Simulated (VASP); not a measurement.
Wanted: the native input for a VASP 6.6.1 run.

| Quantity | Value |
| --- | --- |
| Task | single point |
| Functional | PBEsol |
| Potentials or basis | VASP PAW PBE potentials, release 64 (Ti_sv) |
| Cutoff | 520 eV |
| k mesh | 7 × 7 × 10 |
| Occupations | fermi-dirac, width 0.1 eV |
| Spin | no spin polarisation |
| Dipole correction | no |
| Further INCAR settings | ALGO = Normal; EDIFF = 1e-07; NBANDS = 25 |

The structure of Ti lies in POSCAR:

```
Ti
1.0
    4.6000000000      0.0000000000      0.0000000000
   -2.3000000000      3.9837200000      0.0000000000
    0.0000000000      0.0000000000      2.8200000000
Ti
3
Direct
    0.0000000000      0.0000000000      0.0000000000
    0.3333333333      0.6666666667      0.5000000000
    0.6666666667      0.3333333333      0.5000000000
```

One way to write it, as run:

INCAR

```
SYSTEM = Ti
PREC     = Accurate       ! precision mode
ENCUT    = 520            ! plane-wave cutoff, eV
EDIFF    = 1E-7           ! SCF threshold, eV
ISMEAR   = -1             ! smearing method
SIGMA    = 0.1            ! smearing width, eV
LREAL    = .False.        ! projectors in reciprocal space
LASPH    = .True.         ! aspherical terms in the spheres
NELM     = 100            ! most SCF steps
ALGO     = Normal         ! electronic algorithm
ISIF     = 2              ! what is computed and relaxed
LWAVE    = .False.        ! write WAVECAR
LCHARG   = .False.        ! write CHGCAR
GGA      = PS             ! functional
NBANDS   = 25             ! bands
```

KPOINTS

```
regular mesh
0
Gamma
  7 7 10
  0 0 0
```

Potentials or basis: VASP PAW PBE potentials, release 64 (Ti_sv).

Command:

```console
$ cat potpaw_PBE.64/Ti_sv/POTCAR > POTCAR
$ mpirun -np 1 vasp_std > vasp.out
```

Results of the run:

```yaml
Pressure: -5.0 GPa
Band_gap_on_the_k_mesh: zero (band 18 reaches 8.33 eV, above the bottom of band 19 at 8.09 eV)
```

Caveat: the PAW data sets were made with another functional, which shifts forces and pressure a little.

Wall time 81 s on 1 thread of AMD EPYC 7R43 64-Core Processor (Zen 3) (shared host), peak memory 0.16 GiB.
